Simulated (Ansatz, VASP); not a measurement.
# One calculation of C, two programs

```
CELL_PARAMETERS angstrom
0.00000 1.77892 1.77892
1.77892 0.00000 1.77892
1.77892 1.77892 0.00000
ATOMIC_POSITIONS crystal
C 0.00000 0.00000 0.00000
C 0.25000 0.25000 0.25000
```

Alike in both runs: functional r2SCAN; dispersion rVV10; k mesh 10 × 10 × 10; no spin polarisation.

Ansatz relaxed the structure, and its values are those at the end. VASP's run is a single point on that final structure, the one shown.

```csv
,VASP,Ansatz
version,VASP 6.6.1,Ansatz 0.2.0
potentials or method,"VASP PAW PBE potentials, release 64 (C_h)","plane waves, PAW"
plane-wave cutoff (eV),1430,500
occupations,"gaussian, width 0.01 eV",fixed
valence electrons in the cell,8,8
```

```csv
,VASP,Ansatz,Ansatz less VASP
pressure (GPa),-0.7,0.0,+0.74
```

VASP's potentials were made for PBE, not for r2SCAN. Ansatz's warnings: stress scf threshold loose.
